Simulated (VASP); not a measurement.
# SiC (P2_1) in VASP: single point with LDA

Aim: the single point of SiC with LDA.

Program: VASP 6.6.1. These are calculated values, not measurements. Logs are shortened: lines on timing, memory, paths and dates and some standing lists are left out, and cuts for length are marked.

### 1 The cell of the first run

The structure is monoclinic, space group P2_1 (No. 4). The conventional cell has a = 3.056 Å, b = 5.016 Å, c = 5.293 Å, α = 90.00°, β = 90.00°, γ = 90.00°. Within 2.5 Å of Si (site symmetry 1) lie 4 C at 1.86 to 1.89 Å. Si (site symmetry 1) has 4 C at 1.86 to 1.89 Å within 2.5 Å. Within 2.5 Å of C (site symmetry 1) lie 4 Si at 1.86 to 1.89 Å. Within 2.5 Å of C (site symmetry 1) lie 4 Si at 1.86 to 1.89 Å.

### 2 Single point, LDA (atoms displaced along several vibrational modes)

INCAR

```
ALGO = Normal ; EDIFF = 1E-6
ENCUT = 600 ; GGA = CA
GGA_COMPAT = F ; ISIF = 2
ISMEAR = 0 ; LASPH = T
LCHARG = T ; LELF = T
LREAL = F ; LVHAR = T
LWAVE = F ; NBANDS = 26
NELM = 120 ; PREC = Accurate
SIGMA = 0.05
```

KPOINTS

```
k-points
0
Gamma
  10 6 6
```

POSCAR

```
SiC
1.0
   -3.0561890844      0.0000000000      0.0000000000
    0.0000000000      0.0000000000     -5.0161734138
    0.0000000000     -5.2934747717      0.0000000000
Si C
4 4
Direct
    0.4721147153      0.9953958738      0.1666666667
    0.0349007578      0.9953958738      0.6666666667
   -0.0349007578      0.4953958738      0.3333333333
    0.5278852847      0.4953958738      0.8333333333
    0.4684459261      0.6196041262      0.1666666667
    0.0251303516      0.6196041262      0.6666666667
   -0.0251303516      0.1196041262      0.3333333333
    0.5315540739      0.1196041262      0.8333333333
```

Potentials or basis: VASP PAW LDA potentials, release 64 (Si, C).

The run is started by

```
cat potpaw_LDA.64/Si/POTCAR potpaw_LDA.64/C/POTCAR > POTCAR
mpirun -np 1 vasp_std > vasp.out
```

OUTCAR:

```text
EDIFF = 1E-6
   ENCUT = 600
   GGA = CA
   ISIF = 2
   ISMEAR = 0
   LASPH = T
   LREAL = F
   NELM = 120
   PREC = Accurate

 ion  position               nearest neighbor table
   1  0.472  0.995  0.167-   7 1.86   7 1.88   8 1.88   5 1.89   2 2.96   2 2.96   3 3.06   3 3.06
                             4 3.07   4 3.07   3 3.08   3 3.08
   2  0.035  0.995  0.667-   8 1.86   8 1.88   7 1.88   6 1.89   1 2.96   1 2.96   4 3.06   4 3.06
                             3 3.07   3 3.07   4 3.08   4 3.08
   3  0.965  0.495  0.333-   5 1.86   5 1.88   6 1.88   7 1.89   4 2.96   4 2.96   1 3.06   1 3.06
                             2 3.07   2 3.07   1 3.08   1 3.08
   4  0.528  0.495  0.833-   6 1.86   6 1.88   5 1.88   8 1.89   3 2.96   3 2.96   2 3.06   2 3.06
                             1 3.07   1 3.07   2 3.08   2 3.08
   5  0.468  0.620  0.167-   3 1.86   3 1.88   4 1.88   1 1.89
   6  0.025  0.620  0.667-   4 1.86   4 1.88   3 1.88   2 1.89
   7  0.975  0.120  0.333-   1 1.86   1 1.88   2 1.88   3 1.89
   8  0.532  0.120  0.833-   2 1.86   2 1.88   1 1.88   4 1.89

  LATTYP: Found a simple orthorhombic cell.
 ALAT       =     3.0561890844
 B/A-ratio  =     1.6413164485
 C/A-ratio  =     1.7320508076

  Lattice vectors:

 A1 = (  -3.0561890844,   0.0000000000,   0.0000000000)
 A2 = (   0.0000000000,   0.0000000000,  -5.0161734138)
 A3 = (   0.0000000000,  -5.2934747717,   0.0000000000)

Analysis of symmetry for initial positions (statically):
=====================================================================
 Subroutine PRICEL returns:
 Original cell was already a primitive cell.

 Routine SETGRP: Setting up the symmetry group for a
 simple orthorhombic supercell.

 Subroutine GETGRP returns: Found  2 space group operations
 (whereof  1 operations were pure point group operations)
 out of a pool of  8 trial point group operations.

The static configuration has the point symmetry C_1 .
 The point group associated with its full space group is C_2 .

Analysis of symmetry for dynamics (positions and initial velocities):
=====================================================================
 Subroutine PRICEL returns:
 Original cell was already a primitive cell.

 Routine SETGRP: Setting up the symmetry group for a
 simple orthorhombic supercell.

 Subroutine GETGRP returns: Found  2 space group operations
 (whereof  1 operations were pure point group operations)
 out of a pool of  8 trial point group operations.

The dynamic configuration has the point symmetry C_1 .
 The point group associated with its full space group is C_2 .

 Subroutine INISYM returns: Found  2 space group operations
 (whereof  1 operations are pure point group operations),
[... 117 lines left out ...]
   TEBEG  =    0.0;   TEEND  =   0.0 temperature during run
   PSTRESS=    0.0 pullay stress
   NELECT =      32.0000    total number of electrons
   NUPDOWN=      -1.0000    fix difference up-down
   EMIN   =  10.00;   EMAX   =-10.00  energy-range for DOS
   EFERMI =   0.00;   METHOD = LEGACY
   ISMEAR =     0;   SIGMA  =   0.05  broadening in eV -4-tet -1-fermi 0-gaus
   EFERMI_NEDOS =   21; number of points for ismear=-14 and -15
   IALGO  =     38    algorithm
   IMIX   =      4    mixing-type and parameters
     AMIX     =   0.40;   BMIX     =  1.00
     AMIX_MAG =   1.60;   BMIX_MAG =  1.00
  volume/ion in A,a.u.               =      10.14        68.45
  Fermi-wavevector in a.u.,A,eV,Ry     =   1.200495  2.268606 19.608550  1.441188
  Thomas-Fermi vector in A             =   2.336329
   LORBIT       =      0    0 simple, 1 ext, 2 COOP (PROOUT), +10 PAW based schemes
   GGA     = CA    functional components
   LHFCALC =     F    Hartree Fock is set to
   AEXX    =    0.0000 exact exchange contribution
   IVDW    =     0    specifies the selected vdW correction
   LEPSILON=     F    determine dielectric tensor
   LRPA    =     F    only Hartree local field effects (RPA)
 non-spin polarized calculation
 Gauss-broadening in eV      SIGMA  =   0.05
  energy-cutoff  :      600.00
  volume of cell :       81.15
 maximum number of plane-waves:      2744
   NGX = 13   NGY = 21   NGZ = 21

 number of electron      32.0000001 magnetization

 Free energy of the ion-electron system (eV)
  ---------------------------------------------------
  ext. energy  EPLUGINS =         0.00000000
  ---------------------------------------------------
  free energy    TOTEN  =       -66.38685924 eV

  energy without entropy =      -66.38685924  energy(sigma->0) =      -66.38685924

 E-fermi :   8.7834     XC(G=0): -11.6380

 val. band max:        8.4994907370   @ k =   0.0000   0.0000   0.0000
 cond. band min:      10.5961884916   @ k =   0.3000   0.0000   0.0000
 fundamental gap:      2.0966977547
 Fermi energy:         8.7834486348

 k-point     1 :       0.0000    0.0000    0.0000
  band No.  band energies     occupation
      1      -7.1952      2.00000
      2      -3.7720      2.00000
      3      -3.5046      2.00000
      4      -2.2756      2.00000
      5      -0.3949      2.00000
      6       0.6443      2.00000
[... 685 lines left out ...]
     25      17.4489      0.00000
     26      17.4492      0.00000

 [... further k-points ...]

------------------------ aborting loop because EDIFF is reached ----------------------------------------

  FORCE on cell =-STRESS in cart. coord.  units (eV):
  Direction    XX          YY          ZZ          XY          YZ          ZX
  --------------------------------------------------------------------------------------
  -------------------------------------------------------------------------------------
  Total       -0.2284489      0.1166841      0.0292584     -0.0332232      0.0000000      0.0000000
  in kB       -4.5103061      2.3037143      0.5776527     -0.6559315      0.0000000      0.0000000
  external PRESSURE =      -0.5429797 kB  Pullay stress =       0.0000000 kB

 VOLUME and BASIS-vectors are now :
 -----------------------------------------------------------------------------
  energy-cutoff  :      600.00
  volume of cell :       81.15
      direct lattice vectors                 reciprocal lattice vectors
    -3.056189084  0.000000000  0.000000000    -0.327204886  0.000000000  0.000000000
     0.000000000  0.000000000 -5.016173414     0.000000000  0.000000000 -0.199355149
     0.000000000 -5.293474772  0.000000000     0.000000000 -0.188911829  0.000000000

 POSITION                                       TOTAL-FORCE (eV/Angst)
 -----------------------------------------------------------------------------------
     -1.44287     -0.88225     -4.99308        -0.582572      0.063604     -0.010055
     -0.10666     -3.52898     -4.99308         0.730523      0.067632     -0.012095
     -2.94953     -1.76449     -2.48499        -0.730523     -0.067632     -0.012095
     -1.61332     -4.41123     -2.48499         0.582572     -0.063604     -0.010055
     -1.43166     -0.88225     -3.10804        -0.290650      0.079710      0.010555
     -0.07680     -3.52898     -3.10804         0.233196      0.075655      0.011595
     -2.97939     -1.76449     -0.59996        -0.233196     -0.075655      0.011595
     -1.62453     -4.41123     -0.59996         0.290650     -0.079710      0.010555
 -----------------------------------------------------------------------------------
    total drift:                                0.000000     -0.000001     -0.000596

  FREE ENERGIE OF THE ION-ELECTRON SYSTEM (eV)
  ---------------------------------------------------
  free  energy   TOTEN  =       -66.3868592358 eV

  energy  without entropy=      -66.3868592358  energy(sigma->0) =      -66.38685924
```

Wall time 5.7 min (1 thread of Oxide Virtual Turin-like, shared host); peak memory 0.31 GiB.

What came out:

```yaml
Free_energy: -66.3869 eV
Pressure: -0.1 GPa
Largest_force: 0.734 eV/Å
Band_gap_on_the_k_mesh: 2.10 eV (least direct gap 2.74 eV)
```

Forces in eV/Å, atoms in the order of the input:
```
Si  -0.583  0.064 -0.010
Si   0.731  0.068 -0.012
Si  -0.731 -0.068 -0.012
Si   0.583 -0.064 -0.010
C   -0.291  0.080  0.011
C    0.233  0.076  0.012
C   -0.233 -0.076  0.012
C    0.291 -0.080  0.011
```

Stress tensor (GPa, compression positive):
```
-0.45 -0.07  0.00
-0.07  0.23  0.00
 0.00  0.00  0.06
```

Levels at points of the mesh, in eV from the valence-band top:
| k point | band 14 | band 15 | band 16 | band 17 | band 18 | band 19 |
| --- | --- | --- | --- | --- | --- | --- |
| (0.00, 0.00, 0.00) | -0.18 | -0.09 | 0.00 | 2.74 | 4.05 | 4.77 |
| (0.50, 0.00, 0.00) | -2.99 | -2.77 | -2.77 | 2.93 | 2.94 | 6.54 |
| (0.00, 0.50, 0.00) | -0.84 | -0.72 | -0.72 | 3.21 | 3.21 | 5.20 |
| (0.50, 0.50, 0.00) | -2.29 | -1.92 | -1.92 | 4.42 | 4.42 | 5.05 |
| (0.00, 0.00, 0.50) | -1.10 | -0.64 | -0.62 | 3.86 | 3.90 | 5.67 |
| (0.50, 0.00, 0.50) | -3.33 | -1.24 | -1.22 | 2.58 | 2.61 | 4.04 |
| (0.00, 0.50, 0.50) | -1.77 | -1.77 | -1.77 | 4.37 | 4.37 | 4.38 |
| (0.50, 0.50, 0.50) | -2.35 | -2.29 | -2.29 | 3.11 | 3.11 | 3.20 |

Caveat: the cell differs from its parent crystal (atoms displaced along several vibrational modes). A k mesh can miss the band edges.
